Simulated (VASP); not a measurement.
# MgO (P-6m2) in VASP: a series of runs, part 2 of 2

VASP 6.6.1.

## 4. Single point, PBE-based screened hybrid with 25 % exact exchange

The input, POSCAR:

```
MgO
1.0
    2.9380209034      0.0000000000      0.0000000000
   -1.4690104517      2.5444007392      0.0000000000
    0.0000000000      0.0000000000      2.6796800000
Mg O
1 1
Direct
    0.0000000000      0.0000000000      0.0000000000
    0.3333333333      0.6666666667      0.5000000000
```

The input, INCAR.step1:

```
ALGO = Normal
EDIFF = 1E-5
ENCUT = 520
GGA = PE
ISIF = 2
ISMEAR = -1
LASPH = True
LCHARG = False
LREAL = False
LWAVE = True
NBANDS = 11
NELM = 60
PREC = Accurate
SIGMA = 0.05
```

The input, INCAR.step2:

```
AEXX = 0.25
ALGO = Normal
EDIFF = 1E-6
ENCUT = 520
GGA = PE
HFSCREEN = 0.2
ISIF = 2
ISMEAR = -1
ISTART = 1
LASPH = True
LCHARG = False
LHFCALC = True
LREAL = False
LWAVE = False
NBANDS = 11
NELM = 60
PREC = Accurate
PRECFOCK = Normal
SIGMA = 0.05
```

The input, KPOINTS:

```
k-points
0
Gamma
  5 5 5
```

Potentials or basis: VASP PAW PBE potentials, release 64 (Mg, O).

The run is started by

```bash
> cat potpaw_PBE.64/Mg/POTCAR potpaw_PBE.64/O/POTCAR > POTCAR
> cp INCAR.step1 INCAR
> mpirun -np 1 vasp_std > vasp.out
> cp INCAR.step2 INCAR
> mpirun -np 1 vasp_std > vasp.out
```

OUTCAR:

```text
AEXX = 0.25
   EDIFF = 1E-6
   ENCUT = 520
   GGA = PE
   HFSCREEN = 0.2
   ISIF = 2
   ISMEAR = -1
   ISTART = 1
   LASPH = True
   LHFCALC = True
   LREAL = False
   NELM = 60
   PREC = Accurate
   PRECFOCK = Normal

 ion  position               nearest neighbor table
   1  0.000  0.000  0.000-   2 2.16   2 2.16   2 2.16   2 2.16   2 2.16   2 2.16
   2  0.333  0.667  0.500-   1 2.16   1 2.16   1 2.16   1 2.16   1 2.16   1 2.16

[... 397 lines left out ...]
     11      28.1359      0.00000

------------------------ aborting loop because EDIFF is reached ----------------------------------------

  FORCE on cell =-STRESS in cart. coord.  units (eV):
  Direction    XX          YY          ZZ          XY          YZ          ZX
  --------------------------------------------------------------------------------------
  -------------------------------------------------------------------------------------
  Total       -0.6954020     -0.6954020     -0.8757108      0.0000000     -0.0000000      0.0000000
  in kB      -55.6189978    -55.6189978    -70.0402943      0.0000000     -0.0000000      0.0000000
  external PRESSURE =     -60.4260966 kB  Pullay stress =       0.0000000 kB

 VOLUME and BASIS-vectors are now :
 -----------------------------------------------------------------------------
  energy-cutoff  :      520.00
  volume of cell :       20.03
      direct lattice vectors                 reciprocal lattice vectors
     2.938020903  0.000000000  0.000000000     0.340365175  0.196509926  0.000000000
    -1.469010452  2.544400739  0.000000000     0.000000000  0.393019851  0.000000000
     0.000000000  0.000000000  2.679680000     0.000000000  0.000000000  0.373178887

 POSITION                                       TOTAL-FORCE (eV/Angst)
 -----------------------------------------------------------------------------------
      0.00000      0.00000      0.00000         0.000000      0.000000      0.000000
     -0.00000      1.69627      1.33984        -0.000000      0.000000      0.000000
 -----------------------------------------------------------------------------------
    total drift:                               -0.000001      0.000000      0.000000

  FREE ENERGIE OF THE ION-ELECTRON SYSTEM (eV)
  ---------------------------------------------------
  free  energy   TOTEN  =       -13.4807201001 eV

  energy  without entropy=      -13.4807201001  energy(sigma->0) =      -13.48072010
```

OUTCAR.step1:

```text
EDIFF = 1E-5
   ENCUT = 520
   GGA = PE
   ISIF = 2
   ISMEAR = -1
[... 420 lines left out ...]
 -----------------------------------------------------------------------------------
      0.00000      0.00000      0.00000         0.000000     -0.000000      0.000000
     -0.00000      1.69627      1.33984        -0.000000      0.000000      0.000000
 -----------------------------------------------------------------------------------
    total drift:                                0.000000     -0.000000     -0.000000

  FREE ENERGIE OF THE ION-ELECTRON SYSTEM (eV)
  ---------------------------------------------------
  free  energy   TOTEN  =       -11.2255743628 eV

  energy  without entropy=      -11.2255743627  energy(sigma->0) =      -11.22557436
```

OSZICAR.step1:

```text
N       E                     dE             d eps       ncg     rms          rms(c)
DAV:   1     0.155147294500E+02    0.15515E+02   -0.46154E+03   370   0.640E+02
DAV:   2    -0.122463767106E+02   -0.27761E+02   -0.26840E+02   372   0.137E+02
DAV:   3    -0.129826203868E+02   -0.73624E+00   -0.73585E+00   384   0.192E+01
DAV:   4    -0.129843439677E+02   -0.17236E-02   -0.17236E-02   383   0.111E+00
DAV:   5    -0.129843498921E+02   -0.59245E-05   -0.59244E-05   384   0.620E-02    0.738E+00
DAV:   6    -0.112760952218E+02    0.17083E+01   -0.97835E+00   333   0.168E+01    0.240E+00
DAV:   7    -0.112432850843E+02    0.32810E-01   -0.75778E-02   351   0.237E+00    0.139E+00
DAV:   8    -0.112259785224E+02    0.17307E-01   -0.37769E-02   345   0.208E+00    0.268E-01
DAV:   9    -0.112256702105E+02    0.30831E-03   -0.28107E-04   398   0.122E-01    0.195E-01
DAV:  10    -0.112255747419E+02    0.95469E-04   -0.76420E-04   345   0.214E-01    0.128E-02
DAV:  11    -0.112255743628E+02    0.37904E-06   -0.12987E-05   264   0.243E-02
   1 F= -.11225574E+02 E0= -.11225574E+02  d E =-.104339E-09
```

Wall time 5.2 min (1 thread of AMD EPYC 7R13, shared host); peak memory 0.21 GiB.

What came out:

| Quantity | Value |
| --- | --- |
| Free energy | -13.4807 eV |
| Pressure | -6.0 GPa |
| Band gap on the k mesh | 4.60 eV (least direct gap 5.01 eV) |

Stress tensor (GPa, compression positive):
```
-5.56  0.00  0.00
 0.00 -5.56  0.00
 0.00  0.00 -7.00
```

Caveat: the k points lie up to 0.49 Å⁻¹ apart; the PAW data sets were made with another functional, which shifts forces and pressure a little.

## 5. Summary

```csv
screening parameter,gap on the mesh (eV),pressure (GPa)
0.1 1/Å,4.94,-6.2
0.15 1/Å,4.75,-6.1
0.2 1/Å,4.60,-6.0
```

Alike in all rows: task single point; level PBE-based screened hybrid with 25 % exact exchange; potentials or basis VASP PAW PBE potentials, release 64 (Mg, O); no spin polarisation; cell as given; k mesh 5 × 5 × 5; cutoff (eV) 520; smearing fermi-dirac 0.05 eV.

Caveats: all runs use coarse meshes; the PAW data sets were made with another functional, which shifts forces and pressure a little.

Absolute energies hang on the potentials; compare differences alone.
